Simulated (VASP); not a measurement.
# NaCu2 (P6/mmm) in VASP: further runs

The runs below take NaCu2 through single point, relaxation of cell and atoms, with PBE.

Program: VASP 6.6.1. These are calculated values, not measurements. Logs are shortened: lines on timing, memory, paths and dates and some standing lists are left out, and cuts for length are marked.

### Step 1. The cell of the first run

It takes space group P6/mmm (No. 191, hexagonal). The conventional cell has a = 4.560 Å, b = 4.560 Å, c = 2.602 Å, α = 90.00°, β = 90.00°, γ = 120.00°. Within 3.4 Å of Na (site symmetry 6/mmm) lie 2 Na at 2.60 Å and 12 Cu at 2.94 Å. Within 3.4 Å of Cu (site symmetry -6m2) lie 5 Cu at 2.60 to 2.63 Å and 6 Na at 2.94 Å.

### Step 2. Single point, PBE

INCAR

```
SYSTEM = NaCu2
PREC = Accurate
ENCUT = 520
EDIFF = 1E-6
ISMEAR = 0
SIGMA = 0.1
LREAL = .FALSE.
LASPH = .TRUE.
NELM = 60
ALGO = Fast
ISIF = 2
LWAVE = .FALSE.
LCHARG = .FALSE.
GGA = PE
NBANDS = 22
```

KPOINTS

```
Automatic mesh
0
G
  12 12 16
  0 0 0
```

POSCAR

```
NaCu2
1.0
    4.5601874442      0.0000000000      0.0000000000
   -2.2800937221      3.9492381727      0.0000000000
    0.0000000000      0.0000000000      2.6015202298
Na Cu
1 2
Direct
    0.0000000000      0.0000000000      0.0000000000
    0.3333333333      0.6666666667      0.5000000000
    0.6666666667      0.3333333333      0.5000000000
```

Potentials or basis: VASP PAW PBE potentials, release 64 (Na_pv, Cu).

Launch:

```sh
> cat potpaw_PBE.64/Na_pv/POTCAR potpaw_PBE.64/Cu/POTCAR > POTCAR
> mpirun -np 1 vasp_std > vasp.out
```

OUTCAR:

```text
SYSTEM = NaCu2
   PREC = Accurate
   ENCUT = 520
   EDIFF = 1E-6
   ISMEAR = 0
   LREAL = .FALSE.
   LASPH = .TRUE.
   NELM = 60
   ISIF = 2
   GGA = PE

 ion  position               nearest neighbor table
   1  0.000  0.000  0.000-
   2  0.333  0.667  0.500-   3 2.63   3 2.63   3 2.63
   3  0.667  0.333  0.500-   2 2.63   2 2.63   2 2.63

  LATTYP: Found a hexagonal cell.
 ALAT       =     4.5601874442
 C/A-ratio  =     0.5704853718

  Lattice vectors:

 A1 = (   4.5601874442,   0.0000000000,   0.0000000000)
 A2 = (  -2.2800937221,   3.9492381727,   0.0000000000)
 A3 = (   0.0000000000,   0.0000000000,   2.6015202298)

Analysis of symmetry for initial positions (statically):
=====================================================================
 Subroutine PRICEL returns:
 Original cell was already a primitive cell.

 Routine SETGRP: Setting up the symmetry group for a
 hexagonal supercell.

 Subroutine GETGRP returns: Found 24 space group operations
 (whereof 24 operations were pure point group operations)
 out of a pool of 24 trial point group operations.

The static configuration has the point symmetry D_6h.

Analysis of symmetry for dynamics (positions and initial velocities):
=====================================================================
 Subroutine PRICEL returns:
 Original cell was already a primitive cell.

 Routine SETGRP: Setting up the symmetry group for a
 hexagonal supercell.

 Subroutine GETGRP returns: Found 24 space group operations
 (whereof 24 operations were pure point group operations)
 out of a pool of 24 trial point group operations.

The dynamic configuration has the point symmetry D_6h.

 Subroutine INISYM returns: Found 24 space group operations
 (whereof 24 operations are pure point group operations),
 and found     1 'primitive' translations

----------------------------------------------------------------------------------------

                                     Primitive cell

  volume of cell :      46.8515

  direct lattice vectors                    reciprocal lattice vectors
     4.560187444  0.000000000  0.000000000     0.219289231  0.126606697  0.000000000
    -2.280093722  3.949238173  0.000000000     0.000000000  0.253213394  0.000000000
     0.000000000  0.000000000  2.601520230     0.000000000  0.000000000  0.384390630

  length of vectors
     4.560187444  4.560187444  2.601520230     0.253213394  0.253213394  0.384390630

  position of ions in fractional coordinates (direct lattice)
     0.000000000  0.000000000  0.000000000
     0.333333333  0.666666667  0.500000000
     0.666666667  0.333333333  0.500000000

  ion indices of the primitive-cell ions
   primitive index   ion index
                 1           1
                 2           2
                 3           3

----------------------------------------------------------------------------------------

 KPOINTS: Automatic mesh

Automatic generation of k-mesh.
 Grid dimensions read from file:
 generate k-points for:   12   12   16

 Generating k-lattice:

  Cartesian coordinates                     Fractional coordinates (reciprocal lattice)
     0.018274103  0.010550558  0.000000000     0.083333333  0.000000000  0.000000000
     0.000000000  0.021101116  0.000000000     0.000000000  0.083333333  0.000000000
     0.000000000  0.000000000  0.024024414     0.000000000  0.000000000  0.062500000

  Length of vectors
     0.021101116  0.021101116  0.024024414

  Shift w.r.t. Gamma in fractional coordinates (k-lattice)
     0.000000000  0.000000000  0.000000000

 Subroutine IBZKPT returns following result:
 ===========================================

 Found    171 irreducible k-points:

 Following reciprocal coordinates:
            Coordinates               Weight
  0.000000  0.000000  0.000000      1.000000
  0.083333  0.000000  0.000000      6.000000
  0.166667  0.000000  0.000000      6.000000
  0.250000  0.000000  0.000000      6.000000
  0.333333 -0.000000  0.000000      6.000000
  0.416667  0.000000  0.000000      6.000000
[... 16 lines left out ...]
  0.250000  0.000000  0.062500     12.000000
  0.333333 -0.000000  0.062500     12.000000
 [... further k-points ...]
   k-points           NKPTS =    171   k-points in BZ     NKDIM =    171   number of bands    NBANDS=     22
   number of dos      NEDOS =    301   number of ions     NIONS =      3
   total plane-waves  NPLWV =  25920
   dimension x,y,z NGX =    36 NGY =   36 NGZ =   20
   dimension x,y,z NGXF=    72 NGYF=   72 NGZF=   40
   ions per type =               1   2
   NGX,Y,Z   is equivalent  to a cutoff of  13.12, 13.12, 12.78 a.u.
   NGXF,Y,Z  is equivalent  to a cutoff of  26.25, 26.25, 25.56 a.u.
 SYSTEM =  NaCu2
   PREC   = accura    normal or accurate (medium, high low for compatibility)
   ISTART =      0    job   : 0-new  1-cont  2-samecut
   ICHARG =      2    charge: 1-file 2-atom 10-const
   ISPIN  =      1    spin polarized calculation?
   LNONCOLLINEAR =      F non collinear calculations
   LSORBIT =      F    spin-orbit coupling
   LASPH  =      T    aspherical Exc in radial PAW
   ENCUT  =  520.0 eV  38.22 Ry    6.18 a.u.   8.48  8.48  4.84*2*pi/ulx,y,z
   NELM   =     60;   NELMIN=  2; NELMDL= -5     # of ELM steps
   EDIFF  = 0.1E-05   stopping-criterion for ELM
   LREAL  =      F    real-space projection
   EDIFFG = 0.1E-04   stopping-criterion for IOM
   NSW    =      0    number of steps for IOM
   IBRION =     -1    ionic relax: 0-MD 1-quasi-New 2-CG
   NFREE  =      0    steps in history (QN), initial steepest desc. (CG)
   ISIF   =      2    stress and relaxation
   ISYM   =      2    0-nonsym 1-usesym 2-fastsym
   POTIM  = 0.5000    time-step for ionic-motion
   TEBEG  =    0.0;   TEEND  =   0.0 temperature during run
   PSTRESS=    0.0 pullay stress
   NELECT =      29.0000    total number of electrons
   NUPDOWN=      -1.0000    fix difference up-down
   EMIN   =  10.00;   EMAX   =-10.00  energy-range for DOS
   EFERMI =   0.00;   METHOD = LEGACY
   ISMEAR =     0;   SIGMA  =   0.10  broadening in eV -4-tet -1-fermi 0-gaus
   EFERMI_NEDOS =   21; number of points for ismear=-14 and -15
   IALGO  =     68    algorithm
   IMIX   =      4    mixing-type and parameters
     AMIX     =   0.40;   BMIX     =  1.00
     AMIX_MAG =   1.60;   BMIX_MAG =  1.00
  volume/ion in A,a.u.               =      15.62       105.39
  Fermi-wavevector in a.u.,A,eV,Ry     =   1.395189  2.636525 26.484458  1.946553
  Thomas-Fermi vector in A             =   2.518665
   LORBIT       =      0    0 simple, 1 ext, 2 COOP (PROOUT), +10 PAW based schemes
   GGA     = PE    functional components
   LHFCALC =     F    Hartree Fock is set to
   AEXX    =    0.0000 exact exchange contribution
   IVDW    =     0    specifies the selected vdW correction
   LEPSILON=     F    determine dielectric tensor
   LRPA    =     F    only Hartree local field effects (RPA)
 non-spin polarized calculation
 RMM-DIIS sequential band-by-band and
 Gauss-broadening in eV      SIGMA  =   0.10
  energy-cutoff  :      520.00
  volume of cell :       46.85
 maximum number of plane-waves:      1282
 NGX is ok and might be reduce to    36
   NGX = 17   NGY = 17   NGZ =  9

 number of electron      29.0000023 magnetization

 Free energy of the ion-electron system (eV)
  ---------------------------------------------------
  ext. energy  EPLUGINS =         0.00000000
  ---------------------------------------------------
  free energy    TOTEN  =        -7.87213582 eV

  energy without entropy =       -7.86773071  energy(sigma->0) =       -7.86993326

 E-fermi :   4.2901     XC(G=0): -10.4858

 val. band max:        4.2886315007   @ k =   0.1667   0.0833   0.0000
 cond. band min:       4.3013523143   @ k =   0.4167   0.1667   0.3750
 fundamental gap:      0.0127208136
 Fermi energy:         4.2900639720

 k-point     1 :       0.0000    0.0000    0.0000
  band No.  band energies     occupation
      1     -19.5985      2.00000
      2     -19.5985      2.00000
      3     -19.4832      2.00000
      4      -2.5708      2.00000
      5       0.9813      2.00000
      6       1.1447      2.00000
[... 14 lines left out ...]
     21      19.1328      0.00000
     22      22.0888      0.00000

 k-point     2 :       0.0833    0.0000    0.0000
  band No.  band energies     occupation
      1     -19.5990      2.00000
      2     -19.5986      2.00000
      3     -19.4832      2.00000
      4      -2.5033      2.00000
      5       0.9890      2.00000
      6       1.1264      2.00000
[... 14 lines left out ...]
     21      19.1972      0.00000
     22      22.1081      0.00000

 k-point     3 :       0.1667    0.0000    0.0000
  band No.  band energies     occupation
      1     -19.6002      2.00000
      2     -19.5988      2.00000
      3     -19.4832      2.00000
      4      -2.3033      2.00000
      5       1.0117      2.00000
      6       1.0665      2.00000
[... 14 lines left out ...]
     21      19.3885      0.00000
     22      22.0173      0.00000

 k-point     4 :       0.2500    0.0000    0.0000
  band No.  band energies     occupation
      1     -19.6019      2.00000
      2     -19.5991      2.00000
      3     -19.4831      2.00000
      4      -1.9797      2.00000
      5       0.9513      2.00000
      6       1.0479      2.00000
[... 14 lines left out ...]
     21      19.7177      0.00000
     22      20.1839      0.00000

 k-point     5 :       0.3333   -0.0000    0.0000
  band No.  band energies     occupation
      1     -19.6036      2.00000
      2     -19.5994      2.00000
      3     -19.4831      2.00000
      4      -1.5532      2.00000
      5       0.7548      2.00000
      6       1.0899      2.00000
[... 417 lines left out ...]
 k-point    22 :       0.1667    0.0000    0.0625
  band No.  band energies     occupation
      1     -19.5976      2.00000
      2     -19.5962      2.00000
      3     -19.5019      2.00000
      4      -2.2113      2.00000
      5       1.0433      2.00000
      6       1.1299      2.00000
[... 14 lines left out ...]
     21      18.0529      0.00000
     22      22.0790      0.00000

 k-point    23 :       0.2500    0.0000    0.0625
  band No.  band energies     occupation
      1     -19.5992      2.00000
      2     -19.5965      2.00000
      3     -19.5018      2.00000
      4      -1.8888      2.00000
      5       1.0145      2.00000
      6       1.0797      2.00000
[... 14 lines left out ...]
     21      18.3734      0.00000
     22      20.2574      0.00000

 k-point    24 :       0.3333   -0.0000    0.0625
  band No.  band energies     occupation
      1     -19.6009      2.00000
      2     -19.5968      2.00000
      3     -19.5018      2.00000
      4      -1.4638      2.00000
      5       0.8223      2.00000
      6       1.1218      2.00000
[... 14 lines left out ...]
     21      18.5972      0.00000
     22      18.7221      0.00000

 [... further k-points ...]

------------------------ aborting loop because EDIFF is reached ----------------------------------------

  FORCE on cell =-STRESS in cart. coord.  units (eV):
  Direction    XX          YY          ZZ          XY          YZ          ZX
  --------------------------------------------------------------------------------------
  -------------------------------------------------------------------------------------
  Total        0.1158247      0.1158247      0.1373370     -0.0000000     -0.0000000      0.0000000
  in kB        3.9608501      3.9608501      4.6965052     -0.0000000     -0.0000000      0.0000000
  external PRESSURE =       4.2060684 kB  Pullay stress =       0.0000000 kB

 VOLUME and BASIS-vectors are now :
 -----------------------------------------------------------------------------
  energy-cutoff  :      520.00
  volume of cell :       46.85
      direct lattice vectors                 reciprocal lattice vectors
     4.560187444  0.000000000  0.000000000     0.219289231  0.126606697  0.000000000
    -2.280093722  3.949238173  0.000000000     0.000000000  0.253213394  0.000000000
     0.000000000  0.000000000  2.601520230     0.000000000  0.000000000  0.384390630

 POSITION                                       TOTAL-FORCE (eV/Angst)
 -----------------------------------------------------------------------------------
      0.00000      0.00000      0.00000        -0.000000      0.000000      0.000000
     -0.00000      2.63283      1.30076         0.000000      0.000000     -0.000000
      2.28009      1.31641      1.30076        -0.000000     -0.000000      0.000000
 -----------------------------------------------------------------------------------
    total drift:                                0.000000      0.000000     -0.000000

  FREE ENERGIE OF THE ION-ELECTRON SYSTEM (eV)
  ---------------------------------------------------
  free  energy   TOTEN  =        -7.8721358239 eV

  energy  without entropy=       -7.8677307051  energy(sigma->0) =       -7.86993326
```

Wall time 5 min (1 thread of Intel Xeon 8259CL, shared host); peak memory 0.28 GiB.

Results:

| Item | Value |
| --- | --- |
| Free energy | -7.8721 eV |
| Pressure | 0.4 GPa |
| Band gap on the k mesh | zero (an odd number of electrons rules out a gap without spin polarisation) |

[end of part 1 of 2]
